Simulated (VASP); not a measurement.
# MgS (so) (Fm-3m) in VASP: single point with PBEsol

Aim: the single point of MgS (so) with PBEsol.

Program: VASP 6.6.1. These are calculated values, not measurements. Logs are shortened: lines on timing, memory, paths and dates and some standing lists are left out, and cuts for length are marked.

## 1. The cell of the first run

Symmetry: Fm-3m, No. 225, cubic system. The conventional cell has a = 5.131 Å, b = 5.131 Å, c = 5.131 Å, α = 90.00°, β = 90.00°, γ = 90.00°. Within 3.4 Å of Mg (site symmetry m-3m) lie 6 S at 2.57 Å. S (site symmetry m-3m) has 6 Mg at 2.57 Å within 3.4 Å.

## 2. Single point, PBEsol, non-collinear spin, zero start, spin-orbit coupling

Input file INCAR:

```
ALGO = Normal
EDIFF = 1E-6
ENCUT = 600
GGA = PS
GGA_COMPAT = False
ISIF = 2
ISMEAR = 0
LASPH = True
LCHARG = False
LNONCOLLINEAR = True
LORBIT = 11
LORBMOM = True
LREAL = False
LSORBIT = True
LWAVE = False
MAGMOM = 0 0 0 0 0 0
NBANDS = 20
NELM = 200
PREC = Accurate
SIGMA = 0.01
```

Input file KPOINTS:

```
k-points
0
Gamma
  6 6 6
```

Input file POSCAR:

```
MgS
1.0
    0.0000000000      2.5652979388      2.5652979388
    2.5652979388      0.0000000000      2.5652979388
    2.5652979388      2.5652979388      0.0000000000
Mg S
1 1
Direct
    0.0000000000      0.0000000000      0.0000000000
    0.5000000000      0.5000000000      0.5000000000
```

Potentials or basis: VASP PAW PBE potentials, release 64 (Mg, S).

Command:

```bash
$ cat potpaw_PBE.64/Mg/POTCAR potpaw_PBE.64/S/POTCAR > POTCAR
$ mpirun -np 1 vasp_ncl > vasp.out
```

OUTCAR:

```text
EDIFF = 1E-6
   ENCUT = 600
   GGA = PS
   ISIF = 2
   ISMEAR = 0
   LASPH = True
   LNONCOLLINEAR = True
   LORBIT = 11
   LREAL = False
   LSORBIT = True
   NELM = 200
   PREC = Accurate

 ion  position               nearest neighbor table
   1  0.000  0.000  0.000-   2 2.57   2 2.57   2 2.57   2 2.57   2 2.57   2 2.57
   2  0.500  0.500  0.500-   1 2.57   1 2.57   1 2.57   1 2.57   1 2.57   1 2.57

  LATTYP: Found a face centered cubic cell.
 ALAT       =     5.1305958776

  Lattice vectors:

 A1 = (   0.0000000000,   2.5652979388,   2.5652979388)
 A2 = (   2.5652979388,   0.0000000000,   2.5652979388)
 A3 = (   2.5652979388,   2.5652979388,   0.0000000000)

Analysis of symmetry for initial positions (statically):
=====================================================================
 Subroutine PRICEL returns:
 Original cell was already a primitive cell.

 Routine SETGRP: Setting up the symmetry group for a
 face centered cubic supercell.

 Subroutine GETGRP returns: Found 48 space group operations
 (whereof 48 operations were pure point group operations)
 out of a pool of 48 trial point group operations.

The static configuration has the point symmetry O_h .

Analysis of symmetry for dynamics (positions and initial velocities):
=====================================================================
 Subroutine PRICEL returns:
 Original cell was already a primitive cell.

 Routine SETGRP: Setting up the symmetry group for a
 face centered cubic supercell.

 Subroutine GETGRP returns: Found 48 space group operations
 (whereof 48 operations were pure point group operations)
 out of a pool of 48 trial point group operations.

The dynamic configuration has the point symmetry O_h .

Analysis of structural, dynamic, and magnetic symmetry:
=====================================================================
 Subroutine PRICEL returns:
 Original cell was already a primitive cell.

 Routine SETGRP: Setting up the symmetry group for a
 face centered cubic supercell.

 Subroutine GETGRP returns: Found 48 space group operations
 (whereof 48 operations were pure point group operations)
 out of a pool of 48 trial point group operations.

The overall configuration has the point symmetry O_h .

 Subroutine INISYM returns: Found 48 space group operations
 (whereof 48 operations are pure point group operations),
 and found     1 'primitive' translations

----------------------------------------------------------------------------------------

                                     Primitive cell

  volume of cell :      33.7632

  direct lattice vectors                    reciprocal lattice vectors
     0.000000000  2.565297939  2.565297939    -0.194909134  0.194909134  0.194909134
     2.565297939  0.000000000  2.565297939     0.194909134 -0.194909134  0.194909134
     2.565297939  2.565297939  0.000000000     0.194909134  0.194909134 -0.194909134

  length of vectors
     3.627879137  3.627879137  3.627879137     0.337592523  0.337592523  0.337592523

  position of ions in fractional coordinates (direct lattice)
     0.000000000  0.000000000  0.000000000
     0.500000000  0.500000000  0.500000000

  ion indices of the primitive-cell ions
   primitive index   ion index
                 1           1
                 2           2

----------------------------------------------------------------------------------------

 KPOINTS: k-points

Automatic generation of k-mesh.
 Grid dimensions read from file:
 generate k-points for:    6    6    6

 Generating k-lattice:

  Cartesian coordinates                     Fractional coordinates (reciprocal lattice)
    -0.032484856  0.032484856  0.032484856     0.166666667  0.000000000  0.000000000
     0.032484856 -0.032484856  0.032484856     0.000000000  0.166666667  0.000000000
     0.032484856  0.032484856 -0.032484856     0.000000000  0.000000000  0.166666667

  Length of vectors
     0.056265421  0.056265421  0.056265421

  Shift w.r.t. Gamma in fractional coordinates (k-lattice)
     0.000000000  0.000000000  0.000000000

 Subroutine IBZKPT returns following result:
 ===========================================

 Found     16 irreducible k-points:

 Following reciprocal coordinates:
            Coordinates               Weight
  0.000000  0.000000  0.000000      1.000000
  0.166667  0.000000  0.000000      8.000000
[... 32 lines left out ...]
   EDIFF  = 0.1E-05   stopping-criterion for ELM
   LREAL  =      F    real-space projection
   EDIFFG = 0.1E-04   stopping-criterion for IOM
   NSW    =      0    number of steps for IOM
   IBRION =     -1    ionic relax: 0-MD 1-quasi-New 2-CG
   NFREE  =      0    steps in history (QN), initial steepest desc. (CG)
   ISIF   =      2    stress and relaxation
   ISYM   =      2    0-nonsym 1-usesym 2-fastsym
   POTIM  = 0.5000    time-step for ionic-motion
   TEBEG  =    0.0;   TEEND  =   0.0 temperature during run
   PSTRESS=    0.0 pullay stress
   NELECT =       8.0000    total number of electrons
   NUPDOWN=      -1.0000    fix difference up-down
   EMIN   =  10.00;   EMAX   =-10.00  energy-range for DOS
   EFERMI =   0.00;   METHOD = LEGACY
   ISMEAR =     0;   SIGMA  =   0.01  broadening in eV -4-tet -1-fermi 0-gaus
   EFERMI_NEDOS =   21; number of points for ismear=-14 and -15
   IALGO  =     38    algorithm
   IMIX   =      4    mixing-type and parameters
     AMIX     =   0.40;   BMIX     =  1.00
     AMIX_MAG =   1.60;   BMIX_MAG =  1.00
  volume/ion in A,a.u.               =      16.88       113.92
  Fermi-wavevector in a.u.,A,eV,Ry     =   1.013033  1.914355 13.962792  1.026236
  Thomas-Fermi vector in A             =   2.146178
   LORBIT       =     11    0 simple, 1 ext, 2 COOP (PROOUT), +10 PAW based schemes
   GGA     = PS    functional components
   LHFCALC =     F    Hartree Fock is set to
   AEXX    =    0.0000 exact exchange contribution
   IVDW    =     0    specifies the selected vdW correction
   LEPSILON=     F    determine dielectric tensor
   LRPA    =     F    only Hartree local field effects (RPA)
 Gauss-broadening in eV      SIGMA  =   0.01
  energy-cutoff  :      600.00
  volume of cell :       33.76
 maximum number of plane-waves:      2316
 NGX is ok and might be reduce to    30
   NGX = 15   NGY = 15   NGZ = 15

 number of electron       8.0000001 magnetization      -0.0000000      0.0000000     -0.0000000

 number of electron       8.0000001 magnetization       0.0000000      0.0000000      0.0000000

 number of electron       8.0000001 magnetization       0.0000000      0.0000000     -0.0000000

 Free energy of the ion-electron system (eV)
  ---------------------------------------------------
  ext. energy  EPLUGINS =         0.00000000
  ---------------------------------------------------
  free energy    TOTEN  =        -9.06640131 eV

  energy without entropy =       -9.06640131  energy(sigma->0) =       -9.06640131

 E-fermi :   4.1377     XC(G=0): -10.0118

 val. band max:        4.0955279227   @ k =   0.0000   0.0000   0.0000
 cond. band min:       6.8521062366   @ k =   0.5000   0.5000   0.0000
 fundamental gap:      2.7565783139
 Fermi energy:         4.1376689094

 k-point     1 :       0.0000    0.0000    0.0000
  band No.  band energies     occupation
      1      -8.8690      1.00000
      2      -8.8690      1.00000
      3       4.0006      1.00000
      4       4.0006      1.00000
      5       4.0955      1.00000
      6       4.0955      1.00000
[... 357 lines left out ...]
     19      19.3704      0.00000
     20      19.3705      0.00000

------------------------ aborting loop because EDIFF is reached ----------------------------------------

  FORCE on cell =-STRESS in cart. coord.  units (eV):
  Direction    XX          YY          ZZ          XY          YZ          ZX
  --------------------------------------------------------------------------------------
  -------------------------------------------------------------------------------------
  Total        0.4957744      0.4957744      0.4957744     -0.0000000      0.0000000     -0.0000000
  in kB       23.5261703     23.5261703     23.5261703     -0.0000000      0.0000000     -0.0000000
  external PRESSURE =      23.5261703 kB  Pullay stress =       0.0000000 kB

 VOLUME and BASIS-vectors are now :
 -----------------------------------------------------------------------------
  energy-cutoff  :      600.00
  volume of cell :       33.76
      direct lattice vectors                 reciprocal lattice vectors
     0.000000000  2.565297939  2.565297939    -0.194909134  0.194909134  0.194909134
     2.565297939  0.000000000  2.565297939     0.194909134 -0.194909134  0.194909134
     2.565297939  2.565297939  0.000000000     0.194909134  0.194909134 -0.194909134

 POSITION                                       TOTAL-FORCE (eV/Angst)
 -----------------------------------------------------------------------------------
      0.00000      0.00000      0.00000        -0.000000     -0.000000     -0.000000
      2.56530      2.56530      2.56530         0.000000      0.000000      0.000000
 -----------------------------------------------------------------------------------
    total drift:                                0.000000      0.000000      0.000000

  FREE ENERGIE OF THE ION-ELECTRON SYSTEM (eV)
  ---------------------------------------------------
  free  energy   TOTEN  =        -9.0664013053 eV

  energy  without entropy=       -9.0664013053  energy(sigma->0) =       -9.06640131

 orbital moment (x)

 # of ion     p       d       tot
 ----------------------------------------
  1         0.000  -0.000   0.000
  2        -0.000   0.000  -0.000
 ----------------------------------------
           -0.000  -0.000  -0.000

 orbital moment (y)

 # of ion     p       d       tot
 ----------------------------------------
  1         0.000  -0.000   0.000
  2         0.000   0.000   0.000
 ----------------------------------------
            0.000  -0.000   0.000

 orbital moment (z)

 # of ion     p       d       tot
 ----------------------------------------
  1         0.000   0.000   0.000
  2         0.000   0.000   0.000
 ----------------------------------------
            0.000   0.000   0.000

 Spin-Orbit-Coupling matrix elements

 Ion:    1  E_soc:     -0.0000366
 l=   1
     0.0000000    -0.0000061    -0.0000061
    -0.0000061     0.0000000    -0.0000061
    -0.0000061    -0.0000061     0.0000000
 l=   2
     0.0000000     0.0000000     0.0000000     0.0000000    -0.0000000
     0.0000000     0.0000000    -0.0000000     0.0000000    -0.0000000
     0.0000000    -0.0000000     0.0000000    -0.0000000     0.0000000
     0.0000000     0.0000000    -0.0000000     0.0000000    -0.0000000
    -0.0000000    -0.0000000     0.0000000    -0.0000000     0.0000000
 l=   3
     0.0000000     0.0000000     0.0000000     0.0000000     0.0000000     0.0000000     0.0000000
     0.0000000     0.0000000     0.0000000     0.0000000     0.0000000     0.0000000     0.0000000
     0.0000000     0.0000000     0.0000000     0.0000000     0.0000000     0.0000000     0.0000000
     0.0000000     0.0000000     0.0000000     0.0000000     0.0000000     0.0000000     0.0000000
     0.0000000     0.0000000     0.0000000     0.0000000     0.0000000     0.0000000     0.0000000
     0.0000000     0.0000000     0.0000000     0.0000000     0.0000000     0.0000000     0.0000000
     0.0000000     0.0000000     0.0000000     0.0000000     0.0000000     0.0000000     0.0000000

 Ion:    2  E_soc:     -0.0016135
 l=   1
     0.0000000    -0.0002689    -0.0002689
    -0.0002689     0.0000000    -0.0002689
    -0.0002689    -0.0002689     0.0000000
 l=   2
     0.0000000     0.0000000     0.0000000     0.0000000     0.0000000
     0.0000000     0.0000000     0.0000000     0.0000000     0.0000000
     0.0000000     0.0000000     0.0000000     0.0000000     0.0000000
     0.0000000     0.0000000     0.0000000     0.0000000     0.0000000
     0.0000000     0.0000000     0.0000000     0.0000000     0.0000000
 l=   3
     0.0000000     0.0000000     0.0000000     0.0000000     0.0000000     0.0000000     0.0000000
     0.0000000     0.0000000     0.0000000     0.0000000     0.0000000     0.0000000     0.0000000
     0.0000000     0.0000000     0.0000000     0.0000000     0.0000000     0.0000000     0.0000000
     0.0000000     0.0000000     0.0000000     0.0000000     0.0000000     0.0000000     0.0000000
     0.0000000     0.0000000     0.0000000     0.0000000     0.0000000     0.0000000     0.0000000
     0.0000000     0.0000000     0.0000000     0.0000000     0.0000000     0.0000000     0.0000000
     0.0000000     0.0000000     0.0000000     0.0000000     0.0000000     0.0000000     0.0000000

 total charge

# of ion       s       p       d       tot
------------------------------------------
    1        0.141   0.138   0.044   0.324
    2        1.308   2.501   0.000   3.809
--------------------------------------------------
tot          1.449   2.639   0.044   4.133

 magnetization (x)

# of ion       s       p       d       tot
------------------------------------------
    1       -0.000   0.000   0.000   0.000
    2        0.000   0.000   0.000   0.000
--------------------------------------------------
tot         -0.000   0.000   0.000   0.000

 magnetization (y)

# of ion       s       p       d       tot
------------------------------------------
    1        0.000  -0.000   0.000   0.000
    2        0.000   0.000   0.000   0.000
--------------------------------------------------
tot          0.000   0.000   0.000   0.000

 magnetization (z)

# of ion       s       p       d       tot
------------------------------------------
    1       -0.000   0.000   0.000   0.000
    2        0.000   0.000   0.000   0.000
--------------------------------------------------
tot         -0.000   0.000   0.000   0.000
```

It took 41 s on 1 thread of AMD EPYC 7R13 (Zen 3), shared host; peak memory 0.24 GiB.

What came out:

```
Free energy                                           : -9.0664 eV
Pressure                                              : 2.4 GPa
Net moment                                            : 0.00 μB per cell
Valence electrons inside the program's atomic spheres : Mg 0.32; S 3.81
```

Moments on the atoms (μB; x, y, z):
```
Mg  0.00 0.00 0.00
S   0.00 0.00 0.00
```

Caveat: the PAW data sets were made with another functional, which shifts forces and pressure a little.
